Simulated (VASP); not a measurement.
# CaO (Fm-3m) in VASP: notebook

Runs on CaO. Level: LDA. Tasks: single point, relaxation of cell and atoms.

Everything below comes from runs of VASP 6.6.1. Logs are shortened: lines on timing, memory, paths and dates and some standing lists are left out, and cuts for length are marked.

## 1. The cell of the first run

Symmetry: Fm-3m, No. 225, cubic system. Conventional cell: a = 4.707 Å, b = 4.707 Å, c = 4.707 Å, α = 90.00°, β = 90.00°, γ = 90.00°. Within 3.1 Å of Ca (site symmetry m-3m) lie 6 O at 2.35 Å. O (site symmetry m-3m) has 6 Ca at 2.35 Å within 3.1 Å.

## 2. Single point, LDA

The input, INCAR:

```
SYSTEM = CaO
PREC = Accurate
ENCUT = 520
EDIFF = 1E-6
ISMEAR = 0
SIGMA = 0.02
LREAL = .FALSE.
LASPH = .TRUE.
NELM = 100
ALGO = Normal
ISIF = 2
LWAVE = .FALSE.
LCHARG = .FALSE.
NBANDS = 15
```

The input, KPOINTS:

```
regular mesh
0
G
  12 12 12
  0 0 0
```

The input, POSCAR:

```
CaO
1.0
    0.0000000000      2.3537262159      2.3537262159
    2.3537262159      0.0000000000      2.3537262159
    2.3537262159      2.3537262159      0.0000000000
Ca O
1 1
Direct
    0.0000000000      0.0000000000      0.0000000000
    0.5000000000      0.5000000000      0.5000000000
```

Potentials or basis: VASP PAW LDA potentials, release 64 (Ca_sv, O).

Run with:

```bash
$ cat potpaw_LDA.64/Ca_sv/POTCAR potpaw_LDA.64/O/POTCAR > POTCAR
$ mpirun -np 1 vasp_std > vasp.out
```

OUTCAR:

```text
SYSTEM = CaO
   PREC = Accurate
   ENCUT = 520
   EDIFF = 1E-6
   ISMEAR = 0
   LREAL = .FALSE.
   LASPH = .TRUE.
   NELM = 100
   ISIF = 2

 ion  position               nearest neighbor table
   1  0.000  0.000  0.000-   2 2.35   2 2.35   2 2.35   2 2.35   2 2.35   2 2.35
   2  0.500  0.500  0.500-   1 2.35   1 2.35   1 2.35   1 2.35   1 2.35   1 2.35

  LATTYP: Found a face centered cubic cell.
 ALAT       =     4.7074524318

  Lattice vectors:

 A1 = (   0.0000000000,   2.3537262159,   2.3537262159)
 A2 = (   2.3537262159,   0.0000000000,   2.3537262159)
 A3 = (   2.3537262159,   2.3537262159,   0.0000000000)

Analysis of symmetry for initial positions (statically):
=====================================================================
 Subroutine PRICEL returns:
 Original cell was already a primitive cell.

 Routine SETGRP: Setting up the symmetry group for a
 face centered cubic supercell.

 Subroutine GETGRP returns: Found 48 space group operations
 (whereof 48 operations were pure point group operations)
 out of a pool of 48 trial point group operations.

The static configuration has the point symmetry O_h .

Analysis of symmetry for dynamics (positions and initial velocities):
=====================================================================
 Subroutine PRICEL returns:
 Original cell was already a primitive cell.

 Routine SETGRP: Setting up the symmetry group for a
 face centered cubic supercell.

 Subroutine GETGRP returns: Found 48 space group operations
 (whereof 48 operations were pure point group operations)
 out of a pool of 48 trial point group operations.

The dynamic configuration has the point symmetry O_h .

 Subroutine INISYM returns: Found 48 space group operations
 (whereof 48 operations are pure point group operations),
 and found     1 'primitive' translations

----------------------------------------------------------------------------------------

                                     Primitive cell

  volume of cell :      26.0794

  direct lattice vectors                    reciprocal lattice vectors
     0.000000000  2.353726216  2.353726216    -0.212429125  0.212429125  0.212429125
     2.353726216  0.000000000  2.353726216     0.212429125 -0.212429125  0.212429125
     2.353726216  2.353726216  0.000000000     0.212429125  0.212429125 -0.212429125

  length of vectors
     3.328671537  3.328671537  3.328671537     0.367938037  0.367938037  0.367938037

  position of ions in fractional coordinates (direct lattice)
     0.000000000  0.000000000  0.000000000
     0.500000000  0.500000000  0.500000000

  ion indices of the primitive-cell ions
   primitive index   ion index
                 1           1
                 2           2

----------------------------------------------------------------------------------------

 KPOINTS: regular mesh

Automatic generation of k-mesh.
 Grid dimensions read from file:
 generate k-points for:   12   12   12

 Generating k-lattice:

  Cartesian coordinates                     Fractional coordinates (reciprocal lattice)
    -0.017702427  0.017702427  0.017702427     0.083333333  0.000000000  0.000000000
     0.017702427 -0.017702427  0.017702427     0.000000000  0.083333333  0.000000000
     0.017702427  0.017702427 -0.017702427     0.000000000  0.000000000  0.083333333

  Length of vectors
     0.030661503  0.030661503  0.030661503

  Shift w.r.t. Gamma in fractional coordinates (k-lattice)
     0.000000000  0.000000000  0.000000000

 Subroutine IBZKPT returns following result:
 ===========================================

 Found     72 irreducible k-points:

 Following reciprocal coordinates:
            Coordinates               Weight
  0.000000  0.000000  0.000000      1.000000
  0.083333  0.000000  0.000000      8.000000
  0.166667  0.000000  0.000000      8.000000
  0.250000  0.000000  0.000000      8.000000
  0.333333  0.000000  0.000000      8.000000
  0.416667  0.000000  0.000000      8.000000
[... 16 lines left out ...]
  0.500000  0.166667  0.000000     24.000000
 -0.416667  0.166667  0.000000     24.000000
 [... further k-points ...]
   k-points           NKPTS =     72   k-points in BZ     NKDIM =     72   number of bands    NBANDS=     15
   number of dos      NEDOS =    301   number of ions     NIONS =      2
   total plane-waves  NPLWV =  21952
   dimension x,y,z NGX =    28 NGY =   28 NGZ =   28
   dimension x,y,z NGXF=    56 NGYF=   56 NGZF=   56
   ions per type =               1   1
   NGX,Y,Z   is equivalent  to a cutoff of  13.98, 13.98, 13.98 a.u.
   NGXF,Y,Z  is equivalent  to a cutoff of  27.97, 27.97, 27.97 a.u.
 SYSTEM =  CaO
   PREC   = accura    normal or accurate (medium, high low for compatibility)
   ISTART =      0    job   : 0-new  1-cont  2-samecut
   ICHARG =      2    charge: 1-file 2-atom 10-const
   ISPIN  =      1    spin polarized calculation?
   LNONCOLLINEAR =      F non collinear calculations
   LSORBIT =      F    spin-orbit coupling
   LASPH  =      T    aspherical Exc in radial PAW
   ENCUT  =  520.0 eV  38.22 Ry    6.18 a.u.   6.19  6.19  6.19*2*pi/ulx,y,z
   NELM   =    100;   NELMIN=  2; NELMDL= -5     # of ELM steps
   EDIFF  = 0.1E-05   stopping-criterion for ELM
   LREAL  =      F    real-space projection
   EDIFFG = 0.1E-04   stopping-criterion for IOM
   NSW    =      0    number of steps for IOM
   IBRION =     -1    ionic relax: 0-MD 1-quasi-New 2-CG
   NFREE  =      0    steps in history (QN), initial steepest desc. (CG)
   ISIF   =      2    stress and relaxation
   ISYM   =      2    0-nonsym 1-usesym 2-fastsym
   POTIM  = 0.5000    time-step for ionic-motion
   TEBEG  =    0.0;   TEEND  =   0.0 temperature during run
   PSTRESS=    0.0 pullay stress
   NELECT =      16.0000    total number of electrons
   NUPDOWN=      -1.0000    fix difference up-down
   EMIN   =  10.00;   EMAX   =-10.00  energy-range for DOS
   EFERMI =   0.00;   METHOD = LEGACY
   ISMEAR =     0;   SIGMA  =   0.02  broadening in eV -4-tet -1-fermi 0-gaus
   EFERMI_NEDOS =   21; number of points for ismear=-14 and -15
   IALGO  =     38    algorithm
   IMIX   =      4    mixing-type and parameters
     AMIX     =   0.40;   BMIX     =  1.00
     AMIX_MAG =   1.60;   BMIX_MAG =  1.00
  volume/ion in A,a.u.               =      13.04        88.00
  Fermi-wavevector in a.u.,A,eV,Ry     =   1.391070  2.628741 26.328291  1.935075
  Thomas-Fermi vector in A             =   2.514944
   LORBIT       =      0    0 simple, 1 ext, 2 COOP (PROOUT), +10 PAW based schemes
   GGA     = CA    functional components
   LHFCALC =     F    Hartree Fock is set to
   AEXX    =    0.0000 exact exchange contribution
   IVDW    =     0    specifies the selected vdW correction
   LEPSILON=     F    determine dielectric tensor
   LRPA    =     F    only Hartree local field effects (RPA)
 non-spin polarized calculation
 Gauss-broadening in eV      SIGMA  =   0.02
  energy-cutoff  :      520.00
  volume of cell :       26.08
 maximum number of plane-waves:       725
 NGX is ok and might be reduce to    28
   NGX = 13   NGY = 13   NGZ = 13

 number of electron      15.9999999 magnetization

 Free energy of the ion-electron system (eV)
  ---------------------------------------------------
  ext. energy  EPLUGINS =         0.00000000
  ---------------------------------------------------
  free energy    TOTEN  =       -14.22031331 eV

  energy without entropy =      -14.22031331  energy(sigma->0) =      -14.22031331

 E-fermi :   2.6090     XC(G=0): -11.3392

 val. band max:        2.3883491956   @ k =   0.0000   0.0000   0.0000
 cond. band min:       5.8067694418   @ k =   0.5000   0.5000   0.0000
 fundamental gap:      3.4184202462
 Fermi energy:         2.6089649346

 k-point     1 :       0.0000    0.0000    0.0000
  band No.  band energies     occupation
      1     -34.4346      2.00000
      2     -15.4268      2.00000
      3     -15.4268      2.00000
      4     -15.4268      2.00000
      5     -12.9431      2.00000
      6       2.3883      2.00000
      7       2.3883      2.00000
      8       2.3883      2.00000
      9       7.4731      0.00000
     10       8.6367      0.00000
     11       8.6367      0.00000
     12       8.6367      0.00000
     13      10.3130      0.00000
     14      10.3130      0.00000
     15      17.5682      0.00000

 k-point     2 :       0.0833    0.0000    0.0000
  band No.  band energies     occupation
      1     -34.4249      2.00000
      2     -15.5745      2.00000
      3     -15.4313      2.00000
      4     -15.4313      2.00000
      5     -12.7919      2.00000
      6       2.1127      2.00000
      7       2.2747      2.00000
      8       2.2747      2.00000
      9       7.8068      0.00000
     10       8.6097      0.00000
     11       8.7692      0.00000
     12       8.7692      0.00000
     13      10.5048      0.00000
     14      10.5048      0.00000
     15      17.9063      0.00000

 k-point     3 :       0.1667    0.0000    0.0000
  band No.  band energies     occupation
      1     -34.3982      2.00000
      2     -15.9153      2.00000
      3     -15.4436      2.00000
      4     -15.4436      2.00000
      5     -12.4415      2.00000
      6       1.4674      2.00000
      7       1.9859      2.00000
      8       1.9859      2.00000
      9       8.5007      0.00000
     10       8.7250      0.00000
     11       9.1451      0.00000
     12       9.1451      0.00000
     13      11.0210      0.00000
     14      11.0210      0.00000
     15      18.6247      0.00000

 k-point     4 :       0.2500    0.0000    0.0000
  band No.  band energies     occupation
      1     -34.3614      2.00000
      2     -16.2950      2.00000
      3     -15.4602      2.00000
      4     -15.4602      2.00000
      5     -12.0470      2.00000
      6       0.7344      2.00000
      7       1.6323      2.00000
      8       1.6323      2.00000
      9       8.6958      0.00000
     10       9.6539      0.00000
     11       9.7014      0.00000
     12       9.7014      0.00000
     13      11.7256      0.00000
     14      11.7256      0.00000
     15      18.8558      0.00000
[... 307 lines left out ...]
 k-point    22 :       0.4167    0.1667    0.0000
  band No.  band energies     occupation
      1     -34.2953      2.00000
      2     -16.5711      2.00000
      3     -15.5917      2.00000
      4     -15.5623      2.00000
      5     -11.8199      2.00000
      6       0.1932      2.00000
      7       1.2537      2.00000
      8       1.4995      2.00000
      9       8.0739      0.00000
     10      10.3669      0.00000
     11      11.1817      0.00000
     12      11.3261      0.00000
     13      12.2369      0.00000
     14      13.4994      0.00000
     15      17.9925      0.00000

 k-point    23 :       0.5000    0.1667    0.0000
  band No.  band energies     occupation
      1     -34.2762      2.00000
      2     -16.6990      2.00000
      3     -15.6375      2.00000
      4     -15.5521      2.00000
      5     -11.6859      2.00000
      6       0.0168      2.00000
      7       1.1019      2.00000
      8       1.2639      2.00000
      9       8.7408      0.00000
     10      10.2165      0.00000
     11      11.3051      0.00000
     12      11.8782      0.00000
     13      12.9009      0.00000
     14      13.9884      0.00000
     15      17.1939      0.00000

 k-point    24 :      -0.4167    0.1667    0.0000
  band No.  band energies     occupation
      1     -34.2736      2.00000
      2     -16.7237      2.00000
      3     -15.6725      2.00000
      4     -15.5274      2.00000
      5     -11.6331      2.00000
      6      -0.0661      2.00000
      7       1.1258      2.00000
      8       1.1575      2.00000
      9       9.4269      0.00000
     10       9.7676      0.00000
     11      11.0739      0.00000
     12      11.8658      0.00000
     13      13.2598      0.00000
     14      14.1773      0.00000
     15      17.0585      0.00000

 [... further k-points ...]

------------------------ aborting loop because EDIFF is reached ----------------------------------------

  FORCE on cell =-STRESS in cart. coord.  units (eV):
  Direction    XX          YY          ZZ          XY          YZ          ZX
  --------------------------------------------------------------------------------------
  -------------------------------------------------------------------------------------
  Total        0.1669257      0.1669257      0.1669257      0.0000000      0.0000000      0.0000000
  in kB       10.2550069     10.2550069     10.2550069      0.0000000      0.0000000      0.0000000
  external PRESSURE =      10.2550069 kB  Pullay stress =       0.0000000 kB

 VOLUME and BASIS-vectors are now :
 -----------------------------------------------------------------------------
  energy-cutoff  :      520.00
  volume of cell :       26.08
      direct lattice vectors                 reciprocal lattice vectors
     0.000000000  2.353726216  2.353726216    -0.212429125  0.212429125  0.212429125
     2.353726216  0.000000000  2.353726216     0.212429125 -0.212429125  0.212429125
     2.353726216  2.353726216  0.000000000     0.212429125  0.212429125 -0.212429125

 POSITION                                       TOTAL-FORCE (eV/Angst)
 -----------------------------------------------------------------------------------
      0.00000      0.00000      0.00000        -0.000000     -0.000000     -0.000000
      2.35373      2.35373      2.35373         0.000000      0.000000      0.000000
 -----------------------------------------------------------------------------------
    total drift:                                0.000000      0.000000      0.000000

  FREE ENERGIE OF THE ION-ELECTRON SYSTEM (eV)
  ---------------------------------------------------
  free  energy   TOTEN  =       -14.2203133102 eV

  energy  without entropy=      -14.2203133102  energy(sigma->0) =      -14.22031331
```

Run time: 19 s. Hardware: 1 thread of AMD EPYC 9R45 (Zen 5), shared host; peak memory 0.13 GiB.

What came out:

| Item | Value |
| --- | --- |
| Free energy | -14.2203 eV |
| Pressure | 1.0 GPa |
| Band gap on the k mesh | 3.42 eV (least direct gap 3.78 eV) |

A k mesh can miss the band edges.

[end of part 1 of 2]
